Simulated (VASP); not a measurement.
# TiO2 (Rutile) (P4_2/mnm) in VASP: a series of runs

The runs below take TiO2 (Rutile) through single point, relaxation of the atoms, with PBE.

All numbers are computed with VASP 6.6.1; they aren't measurements. Logs are shortened: lines on timing, memory, paths and dates and some standing lists are left out, and cuts for length are marked.

## 1. The cell of the first run

The structure is tetragonal, space group P4_2/mnm (No. 136). Conventional cell: a = 4.592 Å, b = 4.592 Å, c = 2.957 Å, α = 90.00°, β = 90.00°, γ = 90.00°. Ti (site symmetry mmm) has 6 O at 1.95 to 1.98 Å within 2.6 Å. Within 2.6 Å of O (site symmetry m2m) lie 3 Ti at 1.95 to 1.98 Å and 1 O at 2.54 Å.

## 2. Single point, PBE

Input file INCAR:

```
SYSTEM = TiO2
  ALGO = Normal
  EDIFF = 1E-6
  ENCUT = 520
  GGA = PE
  ISIF = 2
  ISMEAR = -1
  LASPH = .True.
  LCHARG = .False.
  LREAL = .False.
  LWAVE = .False.
  NBANDS = 33
  NELM = 60
  PREC = Accurate
  SIGMA = 0.02
```

Input file KPOINTS:

```
k-points
0
Gamma
  4 4 6
  0 0 0
```

Input file POSCAR:

```
TiO2
1.0
    4.5922000000      0.0000000000      0.0000000000
    0.0000000000      4.5922000000      0.0000000000
    0.0000000000      0.0000000000      2.9574000000
Ti O
2 4
Direct
    0.0000000000      0.0000000000      0.0000000000
    0.5000000000      0.5000000000      0.5000000000
    0.3042215761      0.3042215761      0.0000000000
    0.1957784239      0.8042215761      0.5000000000
    0.6957784239      0.6957784239      0.0000000000
    0.8042215761      0.1957784239      0.5000000000
```

Potentials or basis: VASP PAW PBE potentials, release 64 (Ti_sv, O).

The run is started by

```sh
$ cat potpaw_PBE.64/Ti_sv/POTCAR potpaw_PBE.64/O/POTCAR > POTCAR
$ mpirun -np 1 vasp_std > vasp.out
```

OUTCAR:

```text
SYSTEM = TiO2
   EDIFF = 1E-6
   ENCUT = 520
   GGA = PE
   ISIF = 2
   ISMEAR = -1
   LASPH = .True.
   LREAL = .False.
   NELM = 60
   PREC = Accurate

 ion  position               nearest neighbor table
   1  0.000  0.000  0.000-   4 1.95   6 1.95   4 1.95   6 1.95   5 1.98   3 1.98
   2  0.500  0.500  0.500-   3 1.95   5 1.95   3 1.95   5 1.95   4 1.98   6 1.98
   3  0.304  0.304  0.000-   2 1.95   2 1.95   1 1.98
   4  0.196  0.804  0.500-   1 1.95   1 1.95   2 1.98
   5  0.696  0.696  0.000-   2 1.95   2 1.95   1 1.98
   6  0.804  0.196  0.500-   1 1.95   1 1.95   2 1.98

  LATTYP: Found a simple tetragonal cell.
 ALAT       =     4.5922000000
 C/A-ratio  =     0.6440050520

  Lattice vectors:

 A1 = (   4.5922000000,   0.0000000000,   0.0000000000)
 A2 = (   0.0000000000,   4.5922000000,   0.0000000000)
 A3 = (   0.0000000000,   0.0000000000,   2.9574000000)

Analysis of symmetry for initial positions (statically):
=====================================================================
 Subroutine PRICEL returns:
 Original cell was already a primitive cell.

 Routine SETGRP: Setting up the symmetry group for a
 simple tetragonal supercell.

 Subroutine GETGRP returns: Found 16 space group operations
 (whereof  8 operations were pure point group operations)
 out of a pool of 16 trial point group operations.

The static configuration has the point symmetry D_2h.
 The point group associated with its full space group is D_4h.

Analysis of symmetry for dynamics (positions and initial velocities):
=====================================================================
 Subroutine PRICEL returns:
 Original cell was already a primitive cell.

 Routine SETGRP: Setting up the symmetry group for a
 simple tetragonal supercell.

 Subroutine GETGRP returns: Found 16 space group operations
 (whereof  8 operations were pure point group operations)
 out of a pool of 16 trial point group operations.

The dynamic configuration has the point symmetry D_2h.
 The point group associated with its full space group is D_4h.

 Subroutine INISYM returns: Found 16 space group operations
 (whereof  8 operations are pure point group operations),
 and found     1 'primitive' translations

----------------------------------------------------------------------------------------

                                     Primitive cell

  volume of cell :      62.3665

  direct lattice vectors                    reciprocal lattice vectors
     4.592200000  0.000000000  0.000000000     0.217760550  0.000000000  0.000000000
     0.000000000  4.592200000  0.000000000     0.000000000  0.217760550  0.000000000
     0.000000000  0.000000000  2.957400000     0.000000000  0.000000000  0.338134848

  length of vectors
     4.592200000  4.592200000  2.957400000     0.217760550  0.217760550  0.338134848

  position of ions in fractional coordinates (direct lattice)
     0.000000000  0.000000000  0.000000000
     0.500000000  0.500000000  0.500000000
     0.304221576  0.304221576  0.000000000
     0.195778424  0.804221576  0.500000000
     0.695778424  0.695778424  0.000000000
     0.804221576  0.195778424  0.500000000

  ion indices of the primitive-cell ions
   primitive index   ion index
                 1           1
                 2           2
                 3           3
                 4           4
                 5           5
                 6           6

----------------------------------------------------------------------------------------

 KPOINTS: k-points

Automatic generation of k-mesh.
 Grid dimensions read from file:
 generate k-points for:    4    4    6

 Generating k-lattice:

  Cartesian coordinates                     Fractional coordinates (reciprocal lattice)
     0.054440138  0.000000000  0.000000000     0.250000000  0.000000000  0.000000000
     0.000000000  0.054440138  0.000000000     0.000000000  0.250000000  0.000000000
     0.000000000  0.000000000  0.056355808     0.000000000  0.000000000  0.166666667

  Length of vectors
     0.054440138  0.054440138  0.056355808

  Shift w.r.t. Gamma in fractional coordinates (k-lattice)
     0.000000000  0.000000000  0.000000000

 Subroutine IBZKPT returns following result:
 ===========================================

 Found     24 irreducible k-points:

 Following reciprocal coordinates:
            Coordinates               Weight
  0.000000  0.000000  0.000000      1.000000
  0.250000  0.000000  0.000000      4.000000
  0.500000  0.000000  0.000000      2.000000
  0.250000  0.250000  0.000000      4.000000
  0.500000  0.250000  0.000000      4.000000
  0.500000  0.500000  0.000000      1.000000
[... 16 lines left out ...]
  0.500000  0.250000  0.500000      4.000000
  0.500000  0.500000  0.500000      1.000000
   k-points           NKPTS =     24   k-points in BZ     NKDIM =     24   number of bands    NBANDS=     33
   number of dos      NEDOS =    301   number of ions     NIONS =      6
   total plane-waves  NPLWV =  31104
   dimension x,y,z NGX =    36 NGY =   36 NGZ =   24
   dimension x,y,z NGXF=    72 NGYF=   72 NGZF=   48
   ions per type =               2   4
   NGX,Y,Z   is equivalent  to a cutoff of  13.03, 13.03, 13.49 a.u.
   NGXF,Y,Z  is equivalent  to a cutoff of  26.07, 26.07, 26.98 a.u.
 SYSTEM =  TiO2
   PREC   = accura    normal or accurate (medium, high low for compatibility)
   ISTART =      0    job   : 0-new  1-cont  2-samecut
   ICHARG =      2    charge: 1-file 2-atom 10-const
   ISPIN  =      1    spin polarized calculation?
   LNONCOLLINEAR =      F non collinear calculations
   LSORBIT =      F    spin-orbit coupling
   LASPH  =      T    aspherical Exc in radial PAW
   ENCUT  =  520.0 eV  38.22 Ry    6.18 a.u.   8.54  8.54  5.50*2*pi/ulx,y,z
   NELM   =     60;   NELMIN=  2; NELMDL= -5     # of ELM steps
   EDIFF  = 0.1E-05   stopping-criterion for ELM
   LREAL  =      F    real-space projection
   EDIFFG = 0.1E-04   stopping-criterion for IOM
   NSW    =      0    number of steps for IOM
   IBRION =     -1    ionic relax: 0-MD 1-quasi-New 2-CG
   NFREE  =      0    steps in history (QN), initial steepest desc. (CG)
   ISIF   =      2    stress and relaxation
   ISYM   =      2    0-nonsym 1-usesym 2-fastsym
   POTIM  = 0.5000    time-step for ionic-motion
   TEBEG  =    0.0;   TEEND  =   0.0 temperature during run
   PSTRESS=    0.0 pullay stress
   NELECT =      48.0000    total number of electrons
   NUPDOWN=      -1.0000    fix difference up-down
   EMIN   =  10.00;   EMAX   =-10.00  energy-range for DOS
   EFERMI =   0.00;   METHOD = LEGACY
   ISMEAR =    -1;   SIGMA  =   0.02  broadening in eV -4-tet -1-fermi 0-gaus
   EFERMI_NEDOS =   21; number of points for ismear=-14 and -15
   IALGO  =     38    algorithm
   IMIX   =      4    mixing-type and parameters
     AMIX     =   0.40;   BMIX     =  1.00
     AMIX_MAG =   1.60;   BMIX_MAG =  1.00
  volume/ion in A,a.u.               =      10.39        70.15
  Fermi-wavevector in a.u.,A,eV,Ry     =   1.500277  2.835112 30.624403  2.250830
  Thomas-Fermi vector in A             =   2.611798
   LORBIT       =      0    0 simple, 1 ext, 2 COOP (PROOUT), +10 PAW based schemes
   GGA     = PE    functional components
   LHFCALC =     F    Hartree Fock is set to
   AEXX    =    0.0000 exact exchange contribution
   IVDW    =     0    specifies the selected vdW correction
   LEPSILON=     F    determine dielectric tensor
   LRPA    =     F    only Hartree local field effects (RPA)
 non-spin polarized calculation
  energy-cutoff  :      520.00
  volume of cell :       62.37
 maximum number of plane-waves:      1720
 NGX is ok and might be reduce to    36
   NGX = 17   NGY = 17   NGZ = 11

 number of electron      48.0000019 magnetization

 Free energy of the ion-electron system (eV)
  ---------------------------------------------------
  ext. energy  EPLUGINS =         0.00000000
  ---------------------------------------------------
  free energy    TOTEN  =       -53.64262928 eV

  energy without entropy =      -53.64262928  energy(sigma->0) =      -53.64262928

 E-fermi :   5.3482     XC(G=0): -11.4192

 val. band max:        4.8751041839   @ k =   0.0000   0.0000   0.0000
 cond. band min:       6.7169861549   @ k =   0.0000   0.0000   0.0000
 fundamental gap:      1.8418819710
 Fermi energy:         5.3482320083

 k-point     1 :       0.0000    0.0000    0.0000
  band No.  band energies     occupation
      1     -52.0598      2.00000
      2     -52.0426      2.00000
      3     -28.3682      2.00000
      4     -28.3682      2.00000
      5     -28.2026      2.00000
      6     -28.2026      2.00000
[... 25 lines left out ...]
     32      11.4500      0.00000
     33      11.4504      0.00000

 k-point     2 :       0.2500    0.0000    0.0000
  band No.  band energies     occupation
      1     -52.0573      2.00000
      2     -52.0451      2.00000
      3     -28.3488      2.00000
      4     -28.3472      2.00000
      5     -28.2259      2.00000
      6     -28.2242      2.00000
[... 25 lines left out ...]
     32      11.2592      0.00000
     33      11.2955      0.00000

 k-point     3 :       0.5000    0.0000    0.0000
  band No.  band energies     occupation
      1     -52.0512      2.00000
      2     -52.0512      2.00000
      3     -28.3142      2.00000
      4     -28.3142      2.00000
      5     -28.2609      2.00000
      6     -28.2609      2.00000
[... 25 lines left out ...]
     32      10.9608      0.00000
     33      11.0865      0.00000

 k-point     4 :       0.2500    0.2500    0.0000
  band No.  band energies     occupation
      1     -52.0555      2.00000
      2     -52.0468      2.00000
      3     -28.3745      2.00000
      4     -28.3147      2.00000
      5     -28.2604      2.00000
      6     -28.1988      2.00000
[... 25 lines left out ...]
     32      11.0847      0.00000
     33      11.4701      0.00000

 k-point     5 :       0.5000    0.2500    0.0000
  band No.  band energies     occupation
      1     -52.0511      2.00000
      2     -52.0511      2.00000
      3     -28.3561      2.00000
      4     -28.3561      2.00000
      5     -28.2193      2.00000
      6     -28.2193      2.00000
[... 604 lines left out ...]
 k-point    22 :       0.2500    0.2500    0.5000
  band No.  band energies     occupation
      1     -52.0109      2.00000
      2     -52.0109      2.00000
      3     -28.6014      2.00000
      4     -28.5922      2.00000
      5     -28.2264      2.00000
      6     -28.2147      2.00000
[... 25 lines left out ...]
     32      10.7308      0.00000
     33      10.8524      0.00000

 k-point    23 :       0.5000    0.2500    0.5000
  band No.  band energies     occupation
      1     -52.0109      2.00000
      2     -52.0109      2.00000
      3     -28.5967      2.00000
      4     -28.5967      2.00000
      5     -28.2211      2.00000
      6     -28.2211      2.00000
[... 25 lines left out ...]
     32      10.0670      0.00000
     33      11.6259      0.00000

 k-point    24 :       0.5000    0.5000    0.5000
  band No.  band energies     occupation
      1     -52.0108      2.00000
      2     -52.0108      2.00000
      3     -28.5905      2.00000
      4     -28.5905      2.00000
      5     -28.2275      2.00000
      6     -28.2275      2.00000
[... 25 lines left out ...]
     32      10.7914      0.00000
     33      10.8388      0.00000

------------------------ aborting loop because EDIFF is reached ----------------------------------------

  FORCE on cell =-STRESS in cart. coord.  units (eV):
  Direction    XX          YY          ZZ          XY          YZ          ZX
  --------------------------------------------------------------------------------------
  -------------------------------------------------------------------------------------
  Total        2.3363499      2.3363499      2.1261311      0.0000000      0.0000000      0.0000000
  in kB       60.0201139     60.0201139     54.6196566      0.0000000      0.0000000      0.0000000
  external PRESSURE =      58.2199615 kB  Pullay stress =       0.0000000 kB

 VOLUME and BASIS-vectors are now :
 -----------------------------------------------------------------------------
  energy-cutoff  :      520.00
  volume of cell :       62.37
      direct lattice vectors                 reciprocal lattice vectors
     4.592200000  0.000000000  0.000000000     0.217760550  0.000000000  0.000000000
     0.000000000  4.592200000  0.000000000     0.000000000  0.217760550  0.000000000
     0.000000000  0.000000000  2.957400000     0.000000000  0.000000000  0.338134848

 POSITION                                       TOTAL-FORCE (eV/Angst)
 -----------------------------------------------------------------------------------
      0.00000      0.00000      0.00000        -0.000000      0.000000      0.000000
      2.29610      2.29610      1.47870        -0.000000      0.000000      0.000000
      1.39705      1.39705      0.00000        -0.017533     -0.017533     -0.000000
      0.89905      3.69315      1.47870         0.017533     -0.017533     -0.000000
      3.19515      3.19515      0.00000         0.017533      0.017533      0.000000
      3.69315      0.89905      1.47870        -0.017533      0.017533      0.000000
 -----------------------------------------------------------------------------------
    total drift:                               -0.000000      0.000000     -0.000000

  FREE ENERGIE OF THE ION-ELECTRON SYSTEM (eV)
  ---------------------------------------------------
  free  energy   TOTEN  =       -53.6426292796 eV

  energy  without entropy=      -53.6426292796  energy(sigma->0) =      -53.64262928
```

Wall time 43 s (1 thread of Intel Xeon Platinum 8259CL at 2.50GHz (Skylake/Cascade Lake), shared host); peak memory 0.19 GiB.

Results:

```
Free energy            : -53.6426 eV
Pressure               : 5.8 GPa
Largest force          : 0.025 eV/Å
Band gap on the k mesh : 1.84 eV, direct
```

Forces on the atoms (eV/Å):
```
Ti   0.000  0.000  0.000
Ti   0.000  0.000  0.000
O   -0.018 -0.018  0.000
O    0.018 -0.018  0.000
O    0.018  0.018  0.000
O   -0.018  0.018  0.000
```

Stress tensor (GPa, compression positive):
```
6.00 0.00 0.00
0.00 6.00 0.00
0.00 0.00 5.46
```

## 3. Relaxation of the atoms, PBE

Input file INCAR:

```
  PREC = Accurate
  ENCUT = 520
  EDIFF = 1E-6
  ISMEAR = -1
  SIGMA = 0.02
  LREAL = F
  LASPH = T
  NELM = 100
  ALGO = Normal
  ISIF = 2
  LWAVE = F
  LCHARG = F
  GGA = PE
  IBRION = 2
  NSW = 80
  EDIFFG = -0.02
```

Input file KPOINTS:

```
Automatic mesh
0
Gamma
  4 4 6
```

Input file POSCAR:

```
TiO2
1.0
    4.5922000000      0.0000000000      0.0000000000
    0.0000000000      4.5922000000      0.0000000000
    0.0000000000      0.0000000000      2.9574000000
Ti O
2 4
Direct
    0.0000000000      0.0000000000      0.0000000000
    0.5000000000      0.5000000000      0.5000000000
    0.3049600000      0.3049600000      0.0000000000
    0.1950400000      0.8049600000      0.5000000000
    0.6950400000      0.6950400000      0.0000000000
    0.8049600000      0.1950400000      0.5000000000
```

Potentials or basis: VASP PAW PBE potentials, release 64 (Ti_sv, O).

The run is started by

```sh
$ cat potpaw_PBE.64/Ti_sv/POTCAR potpaw_PBE.64/O/POTCAR > POTCAR
$ mpirun -np 1 vasp_std > vasp.out
```

It used 160 s of CPU time on 1 thread of AMD EPYC 7R13 Processor (Zen 3), with other jobs on the host.

It converged, with:

```
Free energy               : -53.6427 eV
Energy gained by relaxing : 0.2 meV/atom
Ionic steps               : 2
Pressure after relaxing   : 5.8 GPa
Band gap on the k mesh    : 1.83 eV, direct
```

Stress tensor (GPa, compression positive):
```
5.98 0.00 0.00
0.00 5.98 0.00
0.00 0.00 5.40
```

Step by step:
```
step  energy change (eV)  largest force (eV/Å)  pressure (GPa)
   1              0.0000                0.1258            6.09
   2             -0.0015                0.0014            5.79
```

Final structure:
```
CELL_PARAMETERS angstrom
4.59220 0.00000 0.00000
0.00000 4.59220 0.00000
0.00000 0.00000 2.95740
ATOMIC_POSITIONS crystal
Ti 0.00000 0.00000 0.00000
Ti 0.50000 0.50000 0.50000
O 0.30403 0.30403 0.00000
O 0.19597 0.80403 0.50000
O 0.69597 0.69597 0.00000
O 0.80403 0.19597 0.50000
```

Levels at points of the mesh, in eV from the valence-band top:
| k point | band 21 | band 22 | band 23 | band 24 | band 25 | band 26 | band 27 | band 28 |
| --- | --- | --- | --- | --- | --- | --- | --- | --- |
| (0.00, 0.00, 0.00) | -0.72 | -0.46 | -0.46 | 0.00 | 1.83 | 2.12 | 2.37 | 2.47 |
| (0.50, 0.00, 0.00) | -1.67 | -1.67 | -0.75 | -0.75 | 2.50 | 2.50 | 3.00 | 3.00 |
| (0.50, 0.50, 0.00) | -1.33 | -1.33 | -1.09 | -1.09 | 1.87 | 1.87 | 2.49 | 2.49 |
| (0.00, 0.00, 0.50) | -2.39 | -2.39 | -1.43 | -1.43 | 2.96 | 2.96 | 3.15 | 3.15 |
| (0.50, 0.00, 0.50) | -2.05 | -2.05 | -1.05 | -1.05 | 1.89 | 1.89 | 3.17 | 3.17 |
| (0.50, 0.50, 0.50) | -1.31 | -1.31 | -0.68 | -0.68 | 2.58 | 2.58 | 3.18 | 3.18 |

A k mesh can miss the band edges.
